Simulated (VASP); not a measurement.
# La2O3 in VASP: notebook, part 2 of 2

VASP 6.6.1. The steps go on from the part before.

## (5) Relaxation of cell and atoms, PBEsol, target pressure 10 GPa, at which the enthalpy is minimised

This run uses another cell than the first one, of 22.45 Å³/atom.

Contents of INCAR:

```
SYSTEM = La2O3
ALGO = Normal
EDIFF = 1E-6
EDIFFG = -0.01
ENCUT = 600
GGA = PS
IBRION = 2
ISIF = 3
ISMEAR = -1
LASPH = .True.
LCHARG = .False.
LREAL = .False.
LWAVE = .False.
NELM = 80
NSW = 60
PREC = Accurate
PSTRESS = 100.0
SIGMA = 0.05
```

Contents of KPOINTS:

```
k-points
0
Gamma
  4 4 6
  0 0 0
```

Contents of POSCAR:

```
La2O3
1.0
    6.2667802772      0.0000000000      0.0000000000
   -3.1333901386      5.4271909200      0.0000000000
    0.0000000000      0.0000000000      3.2997660000
La O
2 3
Direct
    0.6666666667      0.3333333333      0.5000000000
    0.3333333333      0.6666666667      0.5000000000
    0.5080139900      0.0000000000      0.0000000000
    0.0000000000      0.5080139900      0.0000000000
    0.4919860100      0.4919860100      0.0000000000
```

Potentials or basis: VASP PAW PBE potentials, release 64 (La, O).

The run is started by

```bash
cat potpaw_PBE.64/La/POTCAR potpaw_PBE.64/O/POTCAR > POTCAR
mpirun -np 1 vasp_std > vasp.out
```

OUTCAR:

```text
SYSTEM = La2O3
   EDIFF = 1E-6
   EDIFFG = -0.01
   ENCUT = 600
   GGA = PS
   IBRION = 2
   ISIF = 3
   ISMEAR = -1
   LASPH = .True.
   LREAL = .False.
   NELM = 80
   NSW = 60
   PREC = Accurate
   PSTRESS = 100.0

 ion  position               nearest neighbor table
   1  0.667  0.333  0.500-   3 2.45   3 2.45   4 2.45   4 2.45   5 2.45   5 2.45   2 3.62   2 3.62
                             2 3.62
   2  0.333  0.667  0.500-   4 2.45   4 2.45   3 2.45   3 2.45   5 2.45   5 2.45   1 3.62   1 3.62
                             1 3.62
   3  0.508  0.000  0.000-   1 2.45   1 2.45   2 2.45   2 2.45
   4  0.000  0.508  0.000-   2 2.45   2 2.45   1 2.45   1 2.45
   5  0.492  0.492  0.000-   1 2.45   1 2.45   2 2.45   2 2.45

  LATTYP: Found a hexagonal cell.
 ALAT       =     6.2667802772
 C/A-ratio  =     0.5265488583

  Lattice vectors:

 A1 = (   6.2667802772,   0.0000000000,   0.0000000000)
 A2 = (  -3.1333901386,   5.4271909200,   0.0000000000)
 A3 = (   0.0000000000,   0.0000000000,   3.2997660000)

Analysis of symmetry for initial positions (statically):
=====================================================================
 Subroutine PRICEL returns:
 Original cell was already a primitive cell.

 Routine SETGRP: Setting up the symmetry group for a
 hexagonal supercell.

 Subroutine GETGRP returns: Found 12 space group operations
 (whereof 12 operations were pure point group operations)
 out of a pool of 24 trial point group operations.

The static configuration has the point symmetry D_3h.

Analysis of symmetry for dynamics (positions and initial velocities):
=====================================================================
 Subroutine PRICEL returns:
 Original cell was already a primitive cell.

 Routine SETGRP: Setting up the symmetry group for a
 hexagonal supercell.

 Subroutine GETGRP returns: Found 12 space group operations
 (whereof 12 operations were pure point group operations)
[... 103 lines left out ...]
   IBRION =      2    ionic relax: 0-MD 1-quasi-New 2-CG
   NFREE  =      1    steps in history (QN), initial steepest desc. (CG)
   ISIF   =      3    stress and relaxation
   ISYM   =      2    0-nonsym 1-usesym 2-fastsym
   POTIM  = 0.5000    time-step for ionic-motion
   TEBEG  =    0.0;   TEEND  =   0.0 temperature during run
   PSTRESS=  100.0 pullay stress
   NELECT =      40.0000    total number of electrons
   NUPDOWN=      -1.0000    fix difference up-down
   EMIN   =  10.00;   EMAX   =-10.00  energy-range for DOS
   EFERMI =   0.00;   METHOD = LEGACY
   ISMEAR =    -1;   SIGMA  =   0.05  broadening in eV -4-tet -1-fermi 0-gaus
   EFERMI_NEDOS =   21; number of points for ismear=-14 and -15
   IALGO  =     38    algorithm
   IMIX   =      4    mixing-type and parameters
     AMIX     =   0.40;   BMIX     =  1.00
     AMIX_MAG =   1.60;   BMIX_MAG =  1.00
  volume/ion in A,a.u.               =      22.45       151.47
  Fermi-wavevector in a.u.,A,eV,Ry     =   1.160719  2.193442 18.330716  1.347270
  Thomas-Fermi vector in A             =   2.297299
   LORBIT       =      0    0 simple, 1 ext, 2 COOP (PROOUT), +10 PAW based schemes
   GGA     = PS    functional components
   LHFCALC =     F    Hartree Fock is set to
   AEXX    =    0.0000 exact exchange contribution
   IVDW    =     0    specifies the selected vdW correction
   LEPSILON=     F    determine dielectric tensor
   LRPA    =     F    only Hartree local field effects (RPA)
 conjugate gradient relaxation of ions
 non-spin polarized calculation
  energy-cutoff  :      600.00
  volume of cell :      112.23
 maximum number of plane-waves:      3781
   NGX = 25   NGY = 25   NGZ = 13

--------------------------------------- Ionic step        1  -------------------------------------------

 number of electron      40.0000012 magnetization

 Free energy of the ion-electron system (eV)
  ---------------------------------------------------
  ext. energy  EPLUGINS =         0.00000000
  ---------------------------------------------------
  free energy    TOTEN  =       -42.44725551 eV

  energy without entropy =      -42.44725550  energy(sigma->0) =      -42.44725550

------------------------ aborting loop because EDIFF is reached ----------------------------------------

  FORCE on cell =-STRESS in cart. coord.  units (eV):
  Direction    XX          YY          ZZ          XY          YZ          ZX
  --------------------------------------------------------------------------------------
  -------------------------------------------------------------------------------------
  Total       -0.0007883     -0.0007883     -2.6921329      0.0000000      0.0000000      0.0000000
  in kB       -0.0112533     -0.0112533    -38.4330076      0.0000000      0.0000000      0.0000000
  external PRESSURE =    -112.8185047 kB  Pullay stress =     100.0000000 kB
[... 315 lines left out ...]
--------------------------------------- Ionic step        9  -------------------------------------------

 number of electron      39.9999993 magnetization

 Free energy of the ion-electron system (eV)
  ---------------------------------------------------
  ext. energy  EPLUGINS =         0.00000000
  ---------------------------------------------------
  free energy    TOTEN  =       -42.17524513 eV

  energy without entropy =      -42.17524238  energy(sigma->0) =      -42.17524375

 E-fermi :   4.9751     XC(G=0):  -8.9099

 val. band max:        4.5285964596   @ k =   0.0000   0.0000   0.5000
 cond. band min:       5.4216087875   @ k =   0.0000   0.0000   0.0000
 fundamental gap:      0.8930123279
 Fermi energy:         4.9751289534

 k-point     1 :       0.0000    0.0000    0.0000
  band No.  band energies     occupation
      1     -26.1559      2.00000
      2     -25.7899      2.00000
      3     -13.8223      2.00000
      4     -13.8223      2.00000
      5     -11.8071      2.00000
      6      -9.6450      2.00000
[... 457 lines left out ...]
  energy  without entropy=      -42.1752423837  energy(sigma->0) =      -42.17524375

  enthalpy is  TOTEN    =       -35.8389056405 eV   P V=        6.3363394847

 reached required accuracy - stopping structural energy minimisation
```

OSZICAR:

```text
N       E                     dE             d eps       ncg     rms          rms(c)
DAV:   1     0.552756230675E+03    0.55276E+03   -0.17790E+04   768   0.265E+03
DAV:   2     0.124622728550E+03   -0.42813E+03   -0.42160E+03  1128   0.407E+02
DAV:   3    -0.196299606672E+02   -0.14425E+03   -0.14333E+03  1392   0.250E+02
[... 97 lines left out ...]
DAV:   3    -0.421752631022E+02    0.16865E-03   -0.58698E-04  1296   0.328E-01    0.306E-02
DAV:   4    -0.421752379926E+02    0.25110E-04   -0.22357E-04  1424   0.161E-01    0.914E-03
DAV:   5    -0.421752397329E+02   -0.17403E-05   -0.19980E-05  1472   0.398E-02    0.676E-03
DAV:   6    -0.421752408920E+02   -0.11591E-05   -0.12521E-06   792   0.101E-02    0.597E-03
DAV:   7    -0.421752449460E+02   -0.40540E-05   -0.78400E-06  1352   0.283E-02    0.762E-04
DAV:   8    -0.421752451252E+02   -0.17917E-06   -0.44846E-07   672   0.928E-03
   9 F= -.35838906E+02 E0= -.35838904E+02  d E =-.126305E-03
```

CONTCAR:

```text
La2O3
   1.00000000000000
     6.0351520855667760    0.0000000000000000   -0.0000000000000000
    -3.0175760427833880    5.2265950218141599   -0.0000000000000000
    -0.0000000000000000    0.0000000000000000    3.2184143112506165
  La              O
     2     3
Direct
     0.6666666667000030    0.3333333332999970    0.5000000000000000
     0.3333333332999970    0.6666666667000030    0.5000000000000000
     0.5077443249251653    0.0000000000000000    0.0000000000000000
     0.0000000000000000    0.5077443249251653    0.0000000000000000
     0.4922556750748346    0.4922556750748346    0.0000000000000000

  0.00000000E+00  0.00000000E+00  0.00000000E+00
  0.00000000E+00  0.00000000E+00  0.00000000E+00
  0.00000000E+00  0.00000000E+00  0.00000000E+00
  0.00000000E+00  0.00000000E+00  0.00000000E+00
  0.00000000E+00  0.00000000E+00  0.00000000E+00
```

Run time: 4.8 min. Hardware: 1 thread of Intel Xeon 6975P-C (Granite Rapids), shared host; peak memory 0.32 GiB.

Results:

| Quantity | Value |
| --- | --- |
| Free energy | -42.1752 eV |
| Relaxed volume | 20.30 Å³/atom |
| Relaxed cell | a = 6.035 Å, b = 6.035 Å, c = 3.218 Å, α = 90.00°, β = 90.00°, γ = 120.00° |
| Space group after relaxing (to 0.1 Å) | P6/mmm (No. 191) |
| Energy change on relaxing (the run minimises the enthalpy) | +54.4 meV/atom |
| Ionic steps | 9 |
| Pressure after relaxing | 10.0 GPa |
| Largest force after relaxing | 0.003 eV/Å |
| Band gap on the k mesh | 0.89 eV (least direct gap 1.72 eV) |

Forces in eV/Å, atoms in the order of the input:
```
La   0.000  0.000  0.000
La   0.000  0.000  0.000
O   -0.003  0.000  0.000
O    0.002 -0.003  0.000
O    0.002  0.003  0.000
```

Step by step:
| step | energy change (eV) | largest force (eV/Å) | pressure (GPa) | volume (Å³) |
| --- | --- | --- | --- | --- |
| 1 | 0.0000 | 0.0617 | -1.28 | 112.23 |
| 2 | 2.2778 | 0.1086 | 38.22 | 88.44 |
| 3 | 0.1991 | 0.0132 | 9.05 | 102.99 |
| 4 | 0.2240 | 0.0106 | 9.64 | 102.58 |
| 5 | 0.2357 | 0.0094 | 9.90 | 102.39 |
| 6 | 0.2707 | 0.0035 | 10.18 | 101.55 |
| 7 | 0.2821 | 0.0022 | 10.22 | 101.36 |
| 8 | 0.2574 | 0.0047 | 9.66 | 101.76 |
| 9 | 0.2720 | 0.0032 | 10.00 | 101.52 |

Final structure:
```
La O
1.0
     6.03515    0.00000    0.00000
    -3.01758    5.22660    0.00000
     0.00000    0.00000    3.21841
La O
2 3
Cartesian
  3.0176 1.7422 1.6092
  0.0000 3.4844 1.6092
  3.0643 0.0000 0.0000
  -1.5322 2.6538 0.0000
  1.4854 2.5728 0.0000
```

Caveat: the cell is relaxed towards a set pressure, so the run minimises the enthalpy, not the energy; the PAW data sets were made with another functional, which shifts forces and pressure a little; spin-orbit coupling is left out, which moves the levels of the heavy elements. A k mesh can miss the band edges.

## (6) Overview

```csv
task,level,cell,k mesh,cutoff (eV),gap on the mesh (eV),pressure (GPa)
single point,revPBE+D3(BJ),"a = 6.331, b = 6.331, c = 3.288 Å, angles 90.0, 90.0, 120.0°, 5 atoms, atomic positions A",5 × 5 × 8,520,1.68,-0.3
single point,revPBE+D4,"a = 6.335, b = 6.335, c = 3.285 Å, angles 90.0, 90.0, 120.0°, 5 atoms, atomic positions A",5 × 5 × 8,520,1.68,-0.2
relaxation of cell and atoms,PBEsol,"relaxed to 5 GPa from a = 6.267, b = 6.267, c = 3.300 Å, angles 90.0, 90.0, 120.0°, 5 atoms, atomic positions B",4 × 4 × 6,600,1.13,5.0
relaxation of cell and atoms,PBEsol,"relaxed to 10 GPa from a = 6.267, b = 6.267, c = 3.300 Å, angles 90.0, 90.0, 120.0°, 5 atoms, atomic positions B",4 × 4 × 6,600,0.89,10.0
```

Alike in all rows: potentials or basis VASP PAW PBE potentials, release 64 (La, O); no spin polarisation; smearing fermi-dirac 0.05 eV.

Caveats: the PAW data sets were made with another functional, which shifts forces and pressure a little; spin-orbit coupling is left out, which moves the levels of the heavy elements; the cell is relaxed towards a set pressure, so the run minimises the enthalpy, not the energy (at least some runs).

Absolute energies hang on the potentials; compare differences alone.
